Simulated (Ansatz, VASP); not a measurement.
## One calculation of BiSb4O, two programs

```
Sb Bi O
1.0
     4.27653    0.00000    0.00000
    -2.13827    3.70358    0.00000
     0.00000    0.00000    8.65084
Sb Bi O
4 1 1
Cartesian
  0.0000 2.4691 6.6313
  0.0000 2.4691 2.0195
  2.1383 1.2345 6.6313
  2.1383 1.2345 2.0195
  0.0000 0.0000 0.0000
  0.0000 0.0000 4.3254
```

Change from the starting cell: species swapped into the TaCrB4 type (P6/mmm, No. 191).

Alike in both runs: task relaxation of cell and atoms; functional PBE; k mesh 6 × 6 × 2; occupations gaussian, width 0.1 eV; no spin polarisation.

|  | VASP | Ansatz |
| --- | --- | --- |
| version | VASP 6.6.1 | Ansatz 0.2.0 |
| potentials or method | VASP PAW PBE potentials, release 64 (Sb, Bi_d, O), cutoff 600 eV | scalar-relativistic, plane waves, PAW |
| valence electrons in the cell | 41 | 81 |

Ansatz gave:

| Quantity | Value |
| --- | --- |
| gap on the k mesh at the Fermi level, each at its own relaxed structure (eV) | none |
| relaxed volume (Å³/atom) | 24.92 |
| relaxed cell length with the largest relative difference (Å) | 6.382 |

Task: Which values does VASP return?

Result: gap on the k mesh at the Fermi level, each at its own relaxed structure (eV): none; relaxed volume (Å³/atom): 24.69; relaxed cell length with the largest relative difference (Å): 6.340.

A gap of «none» marks a metal or a gap that the smearing closes. VASP's potentials hold 41 valence electrons a cell and Ansatz's 81, so a difference there can come from the potentials and not from the codes.

The k mesh is coarse, so the values compare programs but aren't converged. Spin-orbit coupling is off throughout.
